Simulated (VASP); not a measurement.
Crystal: Si3Sn.

```xyz
4
Lattice="3.0466 0.0000 0.0000 0.0000 3.0466 0.0000 0.0000 0.0000 8.0578" Properties=species:S:1:pos:R:3 pbc="T T T"
Si    1.5233    1.5233    2.5406
Si    0.0000    0.0000    4.0289
Si    1.5233    1.5233    5.5172
Sn    0.0000    0.0000    0.0000
```

```yaml
Program: VASP 6.6.1
Task: relaxation of cell and atoms
Functional: PBE
Potentials_or_basis: VASP PAW PBE potentials, release 64 (Si, Sn_d)
Cutoff: 600 eV
k_mesh: 16 × 16 × 6
Occupations: gaussian, width 0.1 eV
Spin: no spin polarisation
```

At the start: pressure -0.1 GPa; volume 18.70 Å³/atom.

**Question.** Where does the relaxation end?

**Answer.** Over 19 steps the energy falls by 66.4 meV/atom and the volume is 18.32 Å³/atom (-2.0 %); space group P4/mmm (No. 123, to 0.05 Å).

The path:
| step | energy change (eV) | largest force (eV/Å) | pressure (GPa) | volume (Å³) |
| --- | --- | --- | --- | --- |
| 1 | 0.0000 | 0.0805 | -0.12 | 74.79 |
| 2 | -0.0208 | 0.0849 | -0.08 | 74.63 |
| 3 | -0.1021 | 0.0592 | -0.05 | 74.04 |
| 4 | -0.2372 | 0.1539 | 1.52 | 72.35 |
| 5 | 1.2087 | 6.8717 | 18.57 | 66.74 |
| 6 | -0.2458 | 0.1310 | 1.54 | 72.18 |
| 7 | -0.2034 | 0.7035 | 3.53 | 71.04 |
| 8 | -0.2457 | 0.3828 | 2.15 | 71.76 |
| 9 | -0.2489 | 0.2623 | 1.87 | 71.94 |
| 10 | -0.2589 | 0.2915 | 0.30 | 73.44 |
| 11 | -0.2592 | 0.2865 | 0.55 | 73.20 |
| 12 | -0.2642 | 0.0861 | -0.12 | 73.62 |
| 13 | -0.2644 | 0.0543 | -0.24 | 73.70 |
| 14 | -0.2649 | 0.0409 | -0.07 | 73.50 |
| 15 | -0.2651 | 0.0284 | 0.08 | 73.31 |
| 16 | -0.2652 | 0.0225 | 0.15 | 73.22 |
| 17 | -0.2654 | 0.0002 | 0.04 | 73.28 |
| 18 | -0.2655 | 0.0166 | -0.05 | 73.33 |
| 19 | -0.2655 | 0.0044 | 0.01 | 73.28 |

Final structure:
```cif
data_structure
_symmetry_space_group_name_H-M 'P 1'
_symmetry_Int_Tables_number 1
_cell_length_a 3.2862
_cell_length_b 3.2862
_cell_length_c 6.7861
_cell_angle_alpha 90.000
_cell_angle_beta 90.000
_cell_angle_gamma 90.000
_cell_volume 73.28
loop_
_atom_site_label
_atom_site_type_symbol
_atom_site_fract_x
_atom_site_fract_y
_atom_site_fract_z
_atom_site_occupancy
Si1 Si 0.50000 0.50000 0.31537 1
Si2 Si 0.00000 0.00000 0.50000 1
Si3 Si 0.50000 0.50000 0.68463 1
Sn1 Sn 0.00000 0.00000 0.00000 1
```
